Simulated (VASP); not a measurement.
# GdO: single point with r2SCAN

GdO:

```
Gd O
1.0
     3.03389    0.00000    0.00000
     0.00000    3.03389    0.00000
     0.00000    0.00000    3.03389
Gd O
1 1
Direct
  0.00000 0.00000 0.00000
  0.50000 0.50000 0.50000
```

- Program: VASP 6.6.1
- Task: single point
- Functional: r2SCAN
- Potentials or basis: VASP PAW PBE potentials, release 64 (Gd, O)
- Cutoff: 520 eV
- k mesh: 12 × 12 × 12
- Occupations: gaussian, width 0.05 eV
- Spin: collinear spin, ferromagnetic start
- Starting moments: [7.95, 0.0] μB

```json
{
  "Pressure": "-3.6 GPa",
  "Net moment": "7.70 μB per cell",
  "Site moments": "Gd +7.15; O -0.04 μB",
  "Valence electrons inside the program's atomic spheres": "Gd 15.38; O 4.98"
}
```

Levels at points of the mesh, in eV from the Fermi level:
Spin up:
```
           k point  band 12  band 13  band 14  band 15  band 16  band 17  band 18  band 19  band 20  band 21
(0.00, 0.00, 0.00)    -6.25    -4.24    -4.24    -4.24    -3.31    -3.31     0.07     5.80     5.80     5.80
(0.50, 0.00, 0.00)    -6.20    -6.20    -5.27    -5.27    -2.34     2.43     4.77     4.77     6.38     7.10
(0.50, 0.50, 0.00)    -6.18    -5.44    -5.44    -4.01    -1.78    -0.12     2.66     2.66     8.13    11.12
(0.50, 0.50, 0.50)    -6.28    -6.26    -6.26    -6.26     4.06     4.06     4.06     8.43     8.43    10.03
```
Spin down:
| k point | band 6 | band 7 | band 8 | band 9 | band 10 | band 11 |
| --- | --- | --- | --- | --- | --- | --- |
| (0.00, 0.00, 0.00) | -4.58 | -4.58 | -4.58 | -1.05 | -1.05 | 0.74 |
| (0.50, 0.00, 0.00) | -7.54 | -5.22 | -5.22 | 0.22 | 0.37 | 0.61 |
| (0.50, 0.50, 0.00) | -5.71 | -5.71 | -4.67 | 0.70 | 0.70 | 0.71 |
| (0.50, 0.50, 0.50) | -7.70 | -7.70 | -7.70 | 0.82 | 0.82 | 0.82 |

Run time: 9.2 min on 1 thread of Intel Xeon 8259CL, on a shared host, peak memory 0.24 GiB.

Caveat: the cell stands under tension; the PAW data sets were made with another functional, which shifts forces and pressure a little; spin-orbit coupling is left out, which moves the levels of the heavy elements; a cell with one magnetic atom can't hold antiferromagnetic order, which such compounds often take; semilocal functionals describe open f shells poorly, which spoils levels, moments and volumes. With open d or f shells a metallic result of r2SCAN can be an artefact of self-interaction; +U or a hybrid may open a gap.
